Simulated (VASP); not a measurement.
Input of a VASP 6.6.1 run:

Contents of INCAR:

```
PREC = Accurate ; ENCUT = 520
EDIFF = 1E-6 ; ISMEAR = 0
SIGMA = 0.01 ; LREAL = F
LASPH = T ; NELM = 150
ALGO = Normal ; ISIF = 2
LWAVE = F ; LCHARG = T
LNONCOLLINEAR = T ; MAGMOM = 0 0 0 0 0 0
LORBIT = 11 ; LSORBIT = T
GGA_COMPAT = F ; LORBMOM = T
GGA = PS ; LVHAR = T
NBANDS = 30
```

File KPOINTS:

```
regular mesh
0
Gamma
  6 6 6
```

File POSCAR:

```
CdS
1.0
    0.0145614170      2.9195641036      2.9195641036
    2.9195641036      0.0145614170      2.9195641036
    2.9195641036      2.9195641036      0.0145614170
Cd S
1 1
Direct
   -0.0005555929     -0.0005555929     -0.0005555929
    0.7505555929      0.7505555929      0.7505555929
```

Potentials or basis: VASP PAW PBE potentials, release 64 (Cd, S).

The run is started by

```bash
$ cat potpaw_PBE.64/Cd/POTCAR potpaw_PBE.64/S/POTCAR > POTCAR
$ mpirun -np 1 vasp_ncl > vasp.out
```

(1) What does it give for the pressure?

(2) Predict the net moment.

Results:

(1) 0.4 GPa.

(2) 0.00 μB per cell.

Caveat: the cell differs from its parent crystal (equal xy, yz and zx engineering shears of +0.5 %); the PAW data sets were made with another functional, which shifts forces and pressure a little.
